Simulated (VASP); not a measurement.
# SnO2 (Pbcn) in VASP: single point with PBE

Aim: the single point of SnO2 with PBE.

Program: VASP 6.6.1. These are calculated values, not measurements. Logs are shortened: lines on timing, memory, paths and dates and some standing lists are left out, and cuts for length are marked.

### Step 1. The cell of the first run

It takes space group Pbcn (No. 60, orthorhombic). The conventional cell has a = 4.788 Å, b = 5.823 Å, c = 5.307 Å, α = 90.00°, β = 90.00°, γ = 90.00°. Sn (site symmetry 2) has 6 O at 2.06 to 2.14 Å within 2.7 Å. Within 2.7 Å of O (site symmetry 1) lie 3 Sn at 2.06 to 2.14 Å and 1 O at 2.67 Å.

### Step 2. Single point, PBE

File INCAR:

```
PREC = Accurate
ENCUT = 520
EDIFF = 1E-6
ISMEAR = 0
SIGMA = 0.1
LREAL = False
LASPH = True
NELM = 80
ALGO = Normal
ISIF = 2
LWAVE = False
LCHARG = False
GGA = PE
NBANDS = 64
```

File KPOINTS:

```
regular mesh
0
Gamma
  4 4 4
```

File POSCAR:

```
SnO2
1.0
    4.7882822638      0.0000000000      0.0000000000
    0.0000000000      5.8225653461      0.0000000000
    0.0000000000      0.0000000000      5.3071153310
Sn O
4 8
Direct
    0.5000000000      0.6652246670      0.7500000000
    0.0000000000      0.8347753330      0.2500000000
    0.5000000000      0.3347753330      0.2500000000
    0.0000000000      0.1652246670      0.7500000000
    0.7300820363      0.6072753691      0.0783814682
    0.2300820363      0.8927246309      0.9216185318
    0.7699179637      0.8927246309      0.5783814682
    0.2699179637      0.6072753691      0.4216185318
    0.7300820363      0.3927246309      0.5783814682
    0.2300820363      0.1072753691      0.4216185318
    0.7699179637      0.1072753691      0.0783814682
    0.2699179637      0.3927246309      0.9216185318
```

Potentials or basis: VASP PAW PBE potentials, release 64 (Sn_d, O).

The run is started by

```console
> cat potpaw_PBE.64/Sn_d/POTCAR potpaw_PBE.64/O/POTCAR > POTCAR
> mpirun -np 1 vasp_std > vasp.out
```

OUTCAR:

```text
PREC = Accurate
   ENCUT = 520
   EDIFF = 1E-6
   ISMEAR = 0
   LREAL = False
   LASPH = True
   NELM = 80
   ISIF = 2
   GGA = PE

 ion  position               nearest neighbor table
   1  0.500  0.665  0.750-   6 2.06   7 2.06   5 2.09   8 2.09   9 2.14  12 2.14   3 3.28   3 3.28
                             2 3.71   2 3.71   2 3.71   2 3.71
   2  0.000  0.835  0.250-   5 2.06   8 2.06   7 2.09   6 2.09  10 2.14  11 2.14   4 3.28   4 3.28
                             1 3.71   1 3.71   1 3.71   1 3.71
   3  0.500  0.335  0.250-  10 2.06  11 2.06   9 2.09  12 2.09   5 2.14   8 2.14   1 3.28   1 3.28
                             4 3.71   4 3.71   4 3.71   4 3.71
   4  0.000  0.165  0.750-   9 2.06  12 2.06  11 2.09  10 2.09   6 2.14   7 2.14   2 3.28   2 3.28
                             3 3.71   3 3.71   3 3.71   3 3.71
   5  0.730  0.607  0.078-   2 2.06   1 2.09   3 2.14
   6  0.230  0.893  0.922-   1 2.06   2 2.09   4 2.14
   7  0.770  0.893  0.578-   1 2.06   2 2.09   4 2.14
   8  0.270  0.607  0.422-   2 2.06   1 2.09   3 2.14
   9  0.730  0.393  0.578-   4 2.06   3 2.09   1 2.14
  10  0.230  0.107  0.422-   3 2.06   4 2.09   2 2.14
  11  0.770  0.107  0.078-   3 2.06   4 2.09   2 2.14
  12  0.270  0.393  0.922-   4 2.06   3 2.09   1 2.14

  LATTYP: Found a simple orthorhombic cell.
 ALAT       =     4.7882822638
 B/A-ratio  =     1.1083547374
 C/A-ratio  =     1.2160029475

  Lattice vectors:

 A1 = (  -4.7882822638,   0.0000000000,   0.0000000000)
 A2 = (   0.0000000000,   0.0000000000,   5.3071153310)
 A3 = (   0.0000000000,   5.8225653461,   0.0000000000)

Analysis of symmetry for initial positions (statically):
=====================================================================
 Subroutine PRICEL returns:
 Original cell was already a primitive cell.

 Routine SETGRP: Setting up the symmetry group for a
 simple orthorhombic supercell.

 Subroutine GETGRP returns: Found  8 space group operations
 (whereof  2 operations were pure point group operations)
 out of a pool of  8 trial point group operations.

The static configuration has the point symmetry S_2 .
 The point group associated with its full space group is D_2h.

Analysis of symmetry for dynamics (positions and initial velocities):
=====================================================================
 Subroutine PRICEL returns:
 Original cell was already a primitive cell.

 Routine SETGRP: Setting up the symmetry group for a
 simple orthorhombic supercell.

 Subroutine GETGRP returns: Found  8 space group operations
 (whereof  2 operations were pure point group operations)
 out of a pool of  8 trial point group operations.

The dynamic configuration has the point symmetry S_2 .
 The point group associated with its full space group is D_2h.

 Subroutine INISYM returns: Found  8 space group operations
 (whereof  2 operations are pure point group operations),
 and found     1 'primitive' translations

----------------------------------------------------------------------------------------

                                     Primitive cell

  volume of cell :     147.9628

  direct lattice vectors                    reciprocal lattice vectors
     4.788282264  0.000000000  0.000000000     0.208843160  0.000000000  0.000000000
     0.000000000  5.822565346  0.000000000     0.000000000  0.171745604  0.000000000
     0.000000000  0.000000000  5.307115331     0.000000000  0.000000000  0.188426280

  length of vectors
     4.788282264  5.822565346  5.307115331     0.208843160  0.171745604  0.188426280

  position of ions in fractional coordinates (direct lattice)
     0.500000000  0.665224667  0.750000000
     0.000000000  0.834775333  0.250000000
     0.500000000  0.334775333  0.250000000
     0.000000000  0.165224667  0.750000000
     0.730082036  0.607275369  0.078381468
     0.230082036  0.892724631  0.921618532
     0.769917964  0.892724631  0.578381468
     0.269917964  0.607275369  0.421618532
     0.730082036  0.392724631  0.578381468
     0.230082036  0.107275369  0.421618532
     0.769917964  0.107275369  0.078381468
     0.269917964  0.392724631  0.921618532

  ion indices of the primitive-cell ions
   primitive index   ion index
                 1           1
                 2           2
                 3           3
                 4           4
                 5           5
                 6           6
                 7           7
                 8           8
                 9           9
                10          10
                11          11
                12          12

----------------------------------------------------------------------------------------

 KPOINTS: regular mesh

Automatic generation of k-mesh.
 Grid dimensions read from file:
 generate k-points for:    4    4    4

 Generating k-lattice:

  Cartesian coordinates                     Fractional coordinates (reciprocal lattice)
     0.052210790  0.000000000  0.000000000     0.250000000  0.000000000  0.000000000
     0.000000000  0.042936401  0.000000000     0.000000000  0.250000000  0.000000000
     0.000000000  0.000000000  0.047106570     0.000000000  0.000000000  0.250000000

  Length of vectors
     0.052210790  0.042936401  0.047106570

  Shift w.r.t. Gamma in fractional coordinates (k-lattice)
     0.000000000  0.000000000  0.000000000

 Subroutine IBZKPT returns following result:
 ===========================================

 Found     27 irreducible k-points:

 Following reciprocal coordinates:
            Coordinates               Weight
  0.000000  0.000000  0.000000      1.000000
  0.250000  0.000000  0.000000      2.000000
  0.500000  0.000000  0.000000      1.000000
  0.000000  0.250000  0.000000      2.000000
  0.250000  0.250000  0.000000      4.000000
  0.500000  0.250000  0.000000      2.000000
[... 16 lines left out ...]
  0.250000  0.250000  0.500000      4.000000
  0.500000  0.250000  0.500000      2.000000
 [... further k-points ...]
   k-points           NKPTS =     27   k-points in BZ     NKDIM =     27   number of bands    NBANDS=     64
   number of dos      NEDOS =    301   number of ions     NIONS =     12
   total plane-waves  NPLWV =  69120
   dimension x,y,z NGX =    36 NGY =   48 NGZ =   40
   dimension x,y,z NGXF=    72 NGYF=   96 NGZF=   80
   ions per type =               4   8
   NGX,Y,Z   is equivalent  to a cutoff of  12.50, 13.70, 12.53 a.u.
   NGXF,Y,Z  is equivalent  to a cutoff of  25.00, 27.41, 25.06 a.u.
 SYSTEM =  unknown system
   PREC   = accura    normal or accurate (medium, high low for compatibility)
   ISTART =      0    job   : 0-new  1-cont  2-samecut
   ICHARG =      2    charge: 1-file 2-atom 10-const
   ISPIN  =      1    spin polarized calculation?
   LNONCOLLINEAR =      F non collinear calculations
   LSORBIT =      F    spin-orbit coupling
   LASPH  =      T    aspherical Exc in radial PAW
   ENCUT  =  520.0 eV  38.22 Ry    6.18 a.u.   8.90 10.83  9.87*2*pi/ulx,y,z
   NELM   =     80;   NELMIN=  2; NELMDL= -5     # of ELM steps
   EDIFF  = 0.1E-05   stopping-criterion for ELM
   LREAL  =      F    real-space projection
   EDIFFG = 0.1E-04   stopping-criterion for IOM
   NSW    =      0    number of steps for IOM
   IBRION =     -1    ionic relax: 0-MD 1-quasi-New 2-CG
   NFREE  =      0    steps in history (QN), initial steepest desc. (CG)
   ISIF   =      2    stress and relaxation
   ISYM   =      2    0-nonsym 1-usesym 2-fastsym
   POTIM  = 0.5000    time-step for ionic-motion
   TEBEG  =    0.0;   TEEND  =   0.0 temperature during run
   PSTRESS=    0.0 pullay stress
   NELECT =     104.0000    total number of electrons
   NUPDOWN=      -1.0000    fix difference up-down
   EMIN   =  10.00;   EMAX   =-10.00  energy-range for DOS
   EFERMI =   0.00;   METHOD = LEGACY
   ISMEAR =     0;   SIGMA  =   0.10  broadening in eV -4-tet -1-fermi 0-gaus
   EFERMI_NEDOS =   21; number of points for ismear=-14 and -15
   IALGO  =     38    algorithm
   IMIX   =      4    mixing-type and parameters
     AMIX     =   0.40;   BMIX     =  1.00
     AMIX_MAG =   1.60;   BMIX_MAG =  1.00
  volume/ion in A,a.u.               =      12.33        83.21
  Fermi-wavevector in a.u.,A,eV,Ry     =   1.455577  2.750641 28.826707  2.118703
  Thomas-Fermi vector in A             =   2.572595
   LORBIT       =      0    0 simple, 1 ext, 2 COOP (PROOUT), +10 PAW based schemes
   GGA     = PE    functional components
   LHFCALC =     F    Hartree Fock is set to
   AEXX    =    0.0000 exact exchange contribution
   IVDW    =     0    specifies the selected vdW correction
   LEPSILON=     F    determine dielectric tensor
   LRPA    =     F    only Hartree local field effects (RPA)
 non-spin polarized calculation
 Gauss-broadening in eV      SIGMA  =   0.10
  energy-cutoff  :      520.00
  volume of cell :      147.96
 maximum number of plane-waves:      4018
 NGX is ok and might be reduce to    36
   NGX = 17   NGY = 21   NGZ = 19

 number of electron     104.0000066 magnetization

 Free energy of the ion-electron system (eV)
  ---------------------------------------------------
  ext. energy  EPLUGINS =         0.00000000
  ---------------------------------------------------
  free energy    TOTEN  =       -74.40302364 eV

  energy without entropy =      -74.40302364  energy(sigma->0) =      -74.40302364

 E-fermi :   5.8795     XC(G=0): -11.1175

 val. band max:        5.4400425677   @ k =   0.0000   0.0000   0.0000
 cond. band min:       6.4377833231   @ k =   0.0000   0.0000   0.0000
 fundamental gap:      0.9977407554
 Fermi energy:         5.8795010718

 k-point     1 :       0.0000    0.0000    0.0000
  band No.  band energies     occupation
      1     -15.1756      2.00000
      2     -15.0480      2.00000
      3     -14.9766      2.00000
      4     -14.7179      2.00000
      5     -14.6154      2.00000
      6     -14.4723      2.00000
[... 56 lines left out ...]
     63      16.0097      0.00000
     64      16.5121      0.00000

 k-point     2 :       0.2500    0.0000    0.0000
  band No.  band energies     occupation
      1     -15.1539      2.00000
      2     -14.9473      2.00000
      3     -14.9290      2.00000
      4     -14.7836      2.00000
      5     -14.7617      2.00000
      6     -14.5017      2.00000
[... 56 lines left out ...]
     63      15.9727      0.00000
     64      16.5242      0.00000

 k-point     3 :       0.5000    0.0000    0.0000
  band No.  band energies     occupation
      1     -15.0185      2.00000
      2     -15.0185      2.00000
      3     -14.8627      2.00000
      4     -14.8627      2.00000
      5     -14.6919      2.00000
      6     -14.6919      2.00000
[... 1396 lines left out ...]
     63      16.5941      0.00000
     64      16.6413      0.00000

 k-point    24 :       0.5000    0.2500    0.5000
  band No.  band energies     occupation
      1     -14.9591      2.00000
      2     -14.9591      2.00000
      3     -14.9591      2.00000
      4     -14.9591      2.00000
      5     -14.5420      2.00000
      6     -14.5420      2.00000
[... 56 lines left out ...]
     63      16.2308      0.00000
     64      16.2400      0.00000

 [... further k-points ...]

------------------------ aborting loop because EDIFF is reached ----------------------------------------

  FORCE on cell =-STRESS in cart. coord.  units (eV):
  Direction    XX          YY          ZZ          XY          YZ          ZX
  --------------------------------------------------------------------------------------
  -------------------------------------------------------------------------------------
  Total        0.5646182      0.6165367      0.5822214      0.0000000      0.0000000     -0.0000000
  in kB        6.1138223      6.6760084      6.3044337      0.0000000      0.0000000     -0.0000000
  external PRESSURE =       6.3647548 kB  Pullay stress =       0.0000000 kB

 VOLUME and BASIS-vectors are now :
 -----------------------------------------------------------------------------
  energy-cutoff  :      520.00
  volume of cell :      147.96
      direct lattice vectors                 reciprocal lattice vectors
     4.788282264  0.000000000  0.000000000     0.208843160  0.000000000  0.000000000
     0.000000000  5.822565346  0.000000000     0.000000000  0.171745604  0.000000000
     0.000000000  0.000000000  5.307115331     0.000000000  0.000000000  0.188426280

 POSITION                                       TOTAL-FORCE (eV/Angst)
 -----------------------------------------------------------------------------------
      2.39414      3.87331      3.98034         0.000000     -0.007766      0.000000
      0.00000      4.86053      1.32678         0.000000      0.007766      0.000000
      2.39414      1.94925      1.32678         0.000000      0.007766      0.000000
      0.00000      0.96203      3.98034         0.000000     -0.007766      0.000000
      3.49584      3.53590      0.41598        -0.000384     -0.018049     -0.007397
      1.10170      5.19795      4.89114        -0.000384      0.018049      0.007397
      3.68658      5.19795      3.06954         0.000384      0.018049     -0.007397
      1.29244      3.53590      2.23758         0.000384     -0.018049      0.007397
      3.49584      2.28666      3.06954        -0.000384      0.018049     -0.007397
      1.10170      0.62462      2.23758        -0.000384     -0.018049      0.007397
      3.68658      0.62462      0.41598         0.000384     -0.018049     -0.007397
      1.29244      2.28666      4.89114         0.000384      0.018049      0.007397
 -----------------------------------------------------------------------------------
    total drift:                                0.000000      0.000000     -0.000000

  FREE ENERGIE OF THE ION-ELECTRON SYSTEM (eV)
  ---------------------------------------------------
  free  energy   TOTEN  =       -74.4030236413 eV

  energy  without entropy=      -74.4030236413  energy(sigma->0) =      -74.40302364
```

Wall time 8.6 min (1 thread of AMD EPYC 7R13, shared host); peak memory 0.35 GiB.

What came out:

* Free energy: -74.4030 eV
* Pressure: 0.6 GPa
* Largest force: 0.020 eV/Å
* Band gap on the k mesh: 1.00 eV

Forces in eV/Å, atoms in the order of the input:
```
Sn   0.000 -0.008  0.000
Sn   0.000  0.008  0.000
Sn   0.000  0.008  0.000
Sn   0.000 -0.008  0.000
O    0.000 -0.018 -0.007
O    0.000  0.018  0.007
O    0.000  0.018 -0.007
O    0.000 -0.018  0.007
O    0.000  0.018 -0.007
O    0.000 -0.018  0.007
O    0.000 -0.018 -0.007
O    0.000  0.018  0.007
```

Caveat: spin-orbit coupling is left out, which moves the levels of the heavy elements.
